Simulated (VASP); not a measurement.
# Cu6Mo (Pm-3m) in VASP: a series of runs

Runs on Cu6Mo. Level: PBE. Tasks: single point, relaxation of cell and atoms.

Everything below comes from runs of VASP 6.6.1. Logs are shortened: lines on timing, memory, paths and dates and some standing lists are left out, and cuts for length are marked.

## Step 1: The cell of the first run

It takes space group Pm-3m (No. 221, cubic). The conventional cell has a = 5.486 Å, b = 5.486 Å, c = 5.486 Å, α = 90.00°, β = 90.00°, γ = 90.00°. Within 2.9 Å of Cu (site symmetry 4mm) lie 5 Cu at 2.18 to 2.34 Å. Mo (site symmetry m-3m) has 24 Cu at 4.03 Å and 6 Mo at 5.49 Å within 5.5 Å.

The cell was generated, and may not be a known phase.

## Step 2: Single point, PBE

Contents of INCAR:

```
SYSTEM = Cu6Mo
ALGO = Normal ; EDIFF = 1E-6
ENCUT = 520 ; GGA = PE
ISIF = 2 ; ISMEAR = 0
LASPH = .True. ; LCHARG = .True.
LELF = .True. ; LREAL = .False.
LVHAR = .True. ; LWAVE = .False.
NBANDS = 49 ; NELM = 60
PREC = Accurate ; SIGMA = 0.1
```

Contents of KPOINTS:

```
k-points
0
Gamma
  4 4 4
  0 0 0
```

Contents of POSCAR:

```
Cu6Mo
1.0
    5.4861142556      0.0000000000      0.0000000000
    0.0000000000      5.4861142556      0.0000000000
    0.0000000000      0.0000000000      5.4861142556
Cu Mo
6 1
Direct
    0.1983078064      0.5000000000      0.5000000000
    0.5000000000      0.1983078064      0.5000000000
    0.8016921936      0.5000000000      0.5000000000
    0.5000000000      0.8016921936      0.5000000000
    0.5000000000      0.5000000000      0.1983078064
    0.5000000000      0.5000000000      0.8016921936
    0.0000000000      0.0000000000      0.0000000000
```

Potentials or basis: VASP PAW PBE potentials, release 64 (Cu, Mo_sv).

Run with:

```console
cat potpaw_PBE.64/Cu/POTCAR potpaw_PBE.64/Mo_sv/POTCAR > POTCAR
mpirun -np 1 vasp_std > vasp.out
```

OUTCAR:

```text
SYSTEM = Cu6Mo
   EDIFF = 1E-6
   ENCUT = 520
   GGA = PE
   ISIF = 2
   ISMEAR = 0
   LASPH = .True.
   LREAL = .False.
   NELM = 60
   PREC = Accurate

 ion  position               nearest neighbor table
   1  0.198  0.500  0.500-   3 2.18   2 2.34   4 2.34   5 2.34   6 2.34
   2  0.500  0.198  0.500-   4 2.18   3 2.34   1 2.34   5 2.34   6 2.34
   3  0.802  0.500  0.500-   1 2.18   2 2.34   4 2.34   5 2.34   6 2.34
   4  0.500  0.802  0.500-   2 2.18   1 2.34   3 2.34   5 2.34   6 2.34
   5  0.500  0.500  0.198-   6 2.18   2 2.34   3 2.34   4 2.34   1 2.34
   6  0.500  0.500  0.802-   5 2.18   2 2.34   3 2.34   4 2.34   1 2.34
   7  0.000  0.000  0.000-

  LATTYP: Found a simple cubic cell.
 ALAT       =     5.4861142556

  Lattice vectors:

 A1 = (   5.4861142556,   0.0000000000,   0.0000000000)
 A2 = (   0.0000000000,   5.4861142556,   0.0000000000)
 A3 = (   0.0000000000,   0.0000000000,   5.4861142556)

Analysis of symmetry for initial positions (statically):
=====================================================================
 Subroutine PRICEL returns:
 Original cell was already a primitive cell.

 Routine SETGRP: Setting up the symmetry group for a
 simple cubic supercell.

 Subroutine GETGRP returns: Found 48 space group operations
 (whereof 48 operations were pure point group operations)
 out of a pool of 48 trial point group operations.

The static configuration has the point symmetry O_h .

Analysis of symmetry for dynamics (positions and initial velocities):
=====================================================================
 Subroutine PRICEL returns:
 Original cell was already a primitive cell.

 Routine SETGRP: Setting up the symmetry group for a
 simple cubic supercell.

 Subroutine GETGRP returns: Found 48 space group operations
 (whereof 48 operations were pure point group operations)
 out of a pool of 48 trial point group operations.

The dynamic configuration has the point symmetry O_h .

 Subroutine INISYM returns: Found 48 space group operations
 (whereof 48 operations are pure point group operations),
 and found     1 'primitive' translations

----------------------------------------------------------------------------------------

                                     Primitive cell

  volume of cell :     165.1180

  direct lattice vectors                    reciprocal lattice vectors
     5.486114256  0.000000000  0.000000000     0.182278377  0.000000000  0.000000000
     0.000000000  5.486114256  0.000000000     0.000000000  0.182278377  0.000000000
     0.000000000  0.000000000  5.486114256     0.000000000  0.000000000  0.182278377

  length of vectors
     5.486114256  5.486114256  5.486114256     0.182278377  0.182278377  0.182278377

  position of ions in fractional coordinates (direct lattice)
     0.198307806  0.500000000  0.500000000
     0.500000000  0.198307806  0.500000000
     0.801692194  0.500000000  0.500000000
     0.500000000  0.801692194  0.500000000
     0.500000000  0.500000000  0.198307806
     0.500000000  0.500000000  0.801692194
     0.000000000  0.000000000  0.000000000

  ion indices of the primitive-cell ions
   primitive index   ion index
                 1           1
                 2           2
                 3           3
                 4           4
                 5           5
                 6           6
                 7           7

----------------------------------------------------------------------------------------

 KPOINTS: k-points

Automatic generation of k-mesh.
 Grid dimensions read from file:
 generate k-points for:    4    4    4

 Generating k-lattice:

  Cartesian coordinates                     Fractional coordinates (reciprocal lattice)
     0.045569594  0.000000000  0.000000000     0.250000000  0.000000000  0.000000000
     0.000000000  0.045569594  0.000000000     0.000000000  0.250000000  0.000000000
     0.000000000  0.000000000  0.045569594     0.000000000  0.000000000  0.250000000

  Length of vectors
     0.045569594  0.045569594  0.045569594

  Shift w.r.t. Gamma in fractional coordinates (k-lattice)
     0.000000000  0.000000000  0.000000000

 Subroutine IBZKPT returns following result:
 ===========================================

 Found     10 irreducible k-points:

 Following reciprocal coordinates:
            Coordinates               Weight
  0.000000  0.000000  0.000000      1.000000
  0.250000  0.000000  0.000000      6.000000
  0.500000  0.000000  0.000000      3.000000
  0.250000  0.250000  0.000000     12.000000
  0.500000  0.250000  0.000000     12.000000
  0.500000  0.500000  0.000000      3.000000
  0.250000  0.250000  0.250000      8.000000
  0.500000  0.250000  0.250000     12.000000
  0.500000  0.500000  0.250000      6.000000
  0.500000  0.500000  0.500000      1.000000
   k-points           NKPTS =     10   k-points in BZ     NKDIM =     10   number of bands    NBANDS=     49
   number of dos      NEDOS =    301   number of ions     NIONS =      7
   total plane-waves  NPLWV =  74088
   dimension x,y,z NGX =    42 NGY =   42 NGZ =   42
   dimension x,y,z NGXF=    84 NGYF=   84 NGZF=   84
   ions per type =               6   1
   NGX,Y,Z   is equivalent  to a cutoff of  12.73, 12.73, 12.73 a.u.
   NGXF,Y,Z  is equivalent  to a cutoff of  25.45, 25.45, 25.45 a.u.
 SYSTEM =  Cu6Mo
   PREC   = accura    normal or accurate (medium, high low for compatibility)
   ISTART =      0    job   : 0-new  1-cont  2-samecut
   ICHARG =      2    charge: 1-file 2-atom 10-const
   ISPIN  =      1    spin polarized calculation?
   LNONCOLLINEAR =      F non collinear calculations
   LSORBIT =      F    spin-orbit coupling
   LASPH  =      T    aspherical Exc in radial PAW
   ENCUT  =  520.0 eV  38.22 Ry    6.18 a.u.  10.20 10.20 10.20*2*pi/ulx,y,z
   NELM   =     60;   NELMIN=  2; NELMDL= -5     # of ELM steps
   EDIFF  = 0.1E-05   stopping-criterion for ELM
   LREAL  =      F    real-space projection
   EDIFFG = 0.1E-04   stopping-criterion for IOM
   NSW    =      0    number of steps for IOM
   IBRION =     -1    ionic relax: 0-MD 1-quasi-New 2-CG
   NFREE  =      0    steps in history (QN), initial steepest desc. (CG)
   ISIF   =      2    stress and relaxation
   ISYM   =      2    0-nonsym 1-usesym 2-fastsym
   POTIM  = 0.5000    time-step for ionic-motion
   TEBEG  =    0.0;   TEEND  =   0.0 temperature during run
   PSTRESS=    0.0 pullay stress
   NELECT =      80.0000    total number of electrons
   NUPDOWN=      -1.0000    fix difference up-down
   EMIN   =  10.00;   EMAX   =-10.00  energy-range for DOS
   EFERMI =   0.00;   METHOD = LEGACY
   ISMEAR =     0;   SIGMA  =   0.10  broadening in eV -4-tet -1-fermi 0-gaus
   EFERMI_NEDOS =   21; number of points for ismear=-14 and -15
   IALGO  =     38    algorithm
   IMIX   =      4    mixing-type and parameters
     AMIX     =   0.40;   BMIX     =  1.00
     AMIX_MAG =   1.60;   BMIX_MAG =  1.00
  volume/ion in A,a.u.               =      23.59       159.18
  Fermi-wavevector in a.u.,A,eV,Ry     =   1.285800  2.429809 22.494251  1.653281
  Thomas-Fermi vector in A             =   2.417912
   LORBIT       =      0    0 simple, 1 ext, 2 COOP (PROOUT), +10 PAW based schemes
   GGA     = PE    functional components
   LHFCALC =     F    Hartree Fock is set to
   AEXX    =    0.0000 exact exchange contribution
   IVDW    =     0    specifies the selected vdW correction
   LEPSILON=     F    determine dielectric tensor
   LRPA    =     F    only Hartree local field effects (RPA)
 non-spin polarized calculation
 Gauss-broadening in eV      SIGMA  =   0.10
  energy-cutoff  :      520.00
  volume of cell :      165.12
 maximum number of plane-waves:      4468
 NGX is ok and might be reduce to    42
   NGX = 21   NGY = 21   NGZ = 21

 number of electron      80.0000025 magnetization

 Free energy of the ion-electron system (eV)
  ---------------------------------------------------
  ext. energy  EPLUGINS =         0.00000000
  ---------------------------------------------------
  free energy    TOTEN  =       -20.02429582 eV

  energy without entropy =      -19.91451308  energy(sigma->0) =      -19.96940445

 E-fermi :   2.3399     XC(G=0):  -9.1317

 val. band max:        2.3393498988   @ k =   0.2500   0.2500   0.0000
 cond. band min:       2.3482796644   @ k =   0.5000   0.5000   0.2500
 fundamental gap:      0.0089297657
 Fermi energy:         2.3398733387

 k-point     1 :       0.0000    0.0000    0.0000
  band No.  band energies     occupation
      1     -58.6755      2.00000
      2     -32.7422      2.00000
      3     -32.7422      2.00000
      4     -32.7422      2.00000
      5      -4.6170      2.00000
      6      -1.8222      2.00000
[... 41 lines left out ...]
     48       8.0662      0.00000
     49       8.0662      0.00000

 k-point     2 :       0.2500    0.0000    0.0000
  band No.  band energies     occupation
      1     -58.6755      2.00000
      2     -32.7423      2.00000
      3     -32.7422      2.00000
      4     -32.7422      2.00000
      5      -4.4321      2.00000
      6      -1.7775      2.00000
[... 41 lines left out ...]
     48       6.2119      0.00000
     49       6.2119      0.00000

 k-point     3 :       0.5000    0.0000    0.0000
  band No.  band energies     occupation
      1     -58.6755      2.00000
      2     -32.7423      2.00000
      3     -32.7422      2.00000
      4     -32.7422      2.00000
      5      -4.1954      2.00000
      6      -2.0903      2.00000
[... 41 lines left out ...]
     48       4.8907      0.00000
     49       7.2409      0.00000

 k-point     4 :       0.2500    0.2500    0.0000
  band No.  band energies     occupation
      1     -58.6755      2.00000
      2     -32.7423      2.00000
      3     -32.7423      2.00000
      4     -32.7422      2.00000
      5      -4.2438      2.00000
      6      -1.7227      2.00000
[... 41 lines left out ...]
     48       6.3725      0.00000
     49       6.4211      0.00000

 k-point     5 :       0.5000    0.2500    0.0000
  band No.  band energies     occupation
      1     -58.6755      2.00000
      2     -32.7423      2.00000
      3     -32.7423      2.00000
      4     -32.7422      2.00000
      5      -3.9998      2.00000
      6      -2.0273      2.00000
[... 41 lines left out ...]
     48       5.8609      0.00000
     49       6.8582      0.00000

 k-point     6 :       0.5000    0.5000    0.0000
  band No.  band energies     occupation
      1     -58.6755      2.00000
      2     -32.7423      2.00000
      3     -32.7423      2.00000
      4     -32.7422      2.00000
      5      -3.7398      2.00000
      6      -1.9568      2.00000
[... 41 lines left out ...]
     48       6.3687      0.00000
     49       6.3687      0.00000

 k-point     7 :       0.2500    0.2500    0.2500
  band No.  band energies     occupation
      1     -58.6755      2.00000
      2     -32.7423      2.00000
      3     -32.7423      2.00000
      4     -32.7423      2.00000
      5      -4.0478      2.00000
      6      -1.6685      2.00000
[... 41 lines left out ...]
     48       6.0630      0.00000
     49       6.0630      0.00000

 k-point     8 :       0.5000    0.2500    0.2500
  band No.  band energies     occupation
      1     -58.6755      2.00000
      2     -32.7423      2.00000
      3     -32.7423      2.00000
      4     -32.7422      2.00000
      5      -3.7885      2.00000
      6      -1.9750      2.00000
[... 41 lines left out ...]
     48       6.0967      0.00000
     49       6.4771      0.00000

 k-point     9 :       0.5000    0.5000    0.2500
  band No.  band energies     occupation
      1     -58.6755      2.00000
      2     -32.7423      2.00000
      3     -32.7423      2.00000
      4     -32.7422      2.00000
      5      -3.4958      2.00000
      6      -1.9147      2.00000
[... 41 lines left out ...]
     48       6.5602      0.00000
     49       8.0609      0.00000

 k-point    10 :       0.5000    0.5000    0.5000
  band No.  band energies     occupation
      1     -58.6755      2.00000
      2     -32.7423      2.00000
      3     -32.7423      2.00000
      4     -32.7423      2.00000
      5      -3.1189      2.00000
      6      -1.8641      2.00000
[... 41 lines left out ...]
     48       8.5617      0.00000
     49       8.5617      0.00000

------------------------ aborting loop because EDIFF is reached ----------------------------------------

  FORCE on cell =-STRESS in cart. coord.  units (eV):
  Direction    XX          YY          ZZ          XY          YZ          ZX
  --------------------------------------------------------------------------------------
  -------------------------------------------------------------------------------------
  Total       -0.0544426     -0.0544426     -0.0544426      0.0000000      0.0000000     -0.0000000
  in kB       -0.5282690     -0.5282690     -0.5282690      0.0000000      0.0000000     -0.0000000
  external PRESSURE =      -0.5282690 kB  Pullay stress =       0.0000000 kB

 VOLUME and BASIS-vectors are now :
 -----------------------------------------------------------------------------
  energy-cutoff  :      520.00
  volume of cell :      165.12
      direct lattice vectors                 reciprocal lattice vectors
     5.486114256  0.000000000  0.000000000     0.182278377  0.000000000  0.000000000
     0.000000000  5.486114256  0.000000000     0.000000000  0.182278377  0.000000000
     0.000000000  0.000000000  5.486114256     0.000000000  0.000000000  0.182278377

 POSITION                                       TOTAL-FORCE (eV/Angst)
 -----------------------------------------------------------------------------------
      1.08794      2.74306      2.74306        -0.012777      0.000000     -0.000000
      2.74306      1.08794      2.74306        -0.000000     -0.012777     -0.000000
      4.39817      2.74306      2.74306         0.012777     -0.000000      0.000000
      2.74306      4.39817      2.74306         0.000000      0.012777      0.000000
      2.74306      2.74306      1.08794         0.000000     -0.000000     -0.012777
      2.74306      2.74306      4.39817        -0.000000     -0.000000      0.012777
      0.00000      0.00000      0.00000        -0.000000      0.000000      0.000000
 -----------------------------------------------------------------------------------
    total drift:                                0.000000     -0.000000     -0.000000

  FREE ENERGIE OF THE ION-ELECTRON SYSTEM (eV)
  ---------------------------------------------------
  free  energy   TOTEN  =       -20.0242958249 eV

  energy  without entropy=      -19.9145130768  energy(sigma->0) =      -19.96940445
```

It took 43 s on 1 thread of Intel Xeon 6975P-C (Granite Rapids), shared host; peak memory 0.29 GiB.

Results:

- Free energy: -20.0243 eV
- Pressure: -0.1 GPa
- Largest force: 0.013 eV/Å
- Band gap on the k mesh: zero (bands 40 and 41 overlap by 0.27 eV)

Forces in eV/Å, atoms in the order of the input:
```
Cu  -0.013  0.000  0.000
Cu   0.000 -0.013  0.000
Cu   0.013  0.000  0.000
Cu   0.000  0.013  0.000
Cu   0.000  0.000 -0.013
Cu   0.000  0.000  0.013
Mo   0.000  0.000  0.000
```

Levels at points of the mesh, in eV from the Fermi level:
```
           k point  band 38  band 39  band 40  band 41  band 42  band 43
(0.00, 0.00, 0.00)    -0.12     0.07     0.07     0.07     0.11     0.11
(0.50, 0.00, 0.00)    -0.19    -0.07     0.10     0.13     0.66     0.70
(0.50, 0.50, 0.00)    -0.74    -0.10    -0.09    -0.09     0.16     0.31
(0.50, 0.50, 0.50)    -1.11     0.18     0.18     0.47     0.47     0.47
```

(Part 1 of 2 ends here.)
